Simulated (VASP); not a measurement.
Crystal: MnS.

```
Mn S
1.0
     0.00000    5.60000    5.60000
     2.80000    0.00000    2.80000
     2.80000    2.80000    0.00000
Mn S
2 2
Direct
  0.00000 0.00000 0.00000
  0.50000 0.00000 0.00000
  0.12500 0.25000 0.25000
  0.62500 0.25000 0.25000
```

Base run:

| Quantity | Value |
| --- | --- |
| Program | VASP 6.6.1 |
| Functional | PBE |
| Potentials or basis | VASP PAW PBE potentials, release 64 (Mn_pv, S) |
| Cutoff | 520 eV |
| k mesh | 4 × 8 × 8 |
| Occupations | fermi-dirac, width 0.05 eV |
| Spin | no spin polarisation |
| Hubbard terms | Mn d U = 4.0 eV |

Its results: band gap on the k mesh zero (bands 19 and 20 overlap by 1.32 eV); pressure -14.3 GPa.

The run is repeated on the same cell with these changes: hubbard terms from Mn d U = 4.0 eV to none. What comes out?

Band gap on the k mesh zero (bands 19 and 20 overlap by 0.85 eV); pressure -20.7 GPa.

Caveats: the cell stands under tension; the run has no spin polarisation, though such a crystal can be magnetic; U without spin polarisation on a metal has little footing (at least some runs); semilocal functionals often make such compounds metallic where correlation or magnetic order opens a gap, which also shifts bond lengths (at least some runs).
